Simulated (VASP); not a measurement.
Here is a VASP 6.6.1 calculation.

File INCAR:

```
PREC = Accurate
ENCUT = 600
EDIFF = 1E-6
ISMEAR = 0
SIGMA = 0.01
LREAL = F
LASPH = T
NELM = 120
ALGO = Normal
ISIF = 2
LWAVE = F
LCHARG = T
GGA = PS
LELF = T
LVHAR = T
NBANDS = 11
GGA_COMPAT = F
```

The input KPOINTS:

```
Automatic mesh
0
Gamma
  14 14 14
```

File POSCAR:

```
BN
1.0
    0.0000000000      1.8025432020      1.8025432020
    1.8025432020      0.0000000000      1.8025432020
    1.8025432020      1.8025432020      0.0000000000
B N
1 1
Direct
    0.0000000000      0.0000000000      0.0000000000
    0.2500000000      0.2500000000      0.2500000000
```

Potentials or basis: VASP PAW PBE potentials, release 64 (B, N).

Command:

```bash
$ cat potpaw_PBE.64/B/POTCAR potpaw_PBE.64/N/POTCAR > POTCAR
$ mpirun -np 1 vasp_std > vasp.out
```

(1) Estimate the band gap on the k mesh.

(2) What does it give for the pressure?

Answers

(1) 4.29 eV, indirect (least direct gap 8.80 eV).

(2) 0.5 GPa.

Caveat: the PAW data sets were made with another functional, which shifts forces and pressure a little.
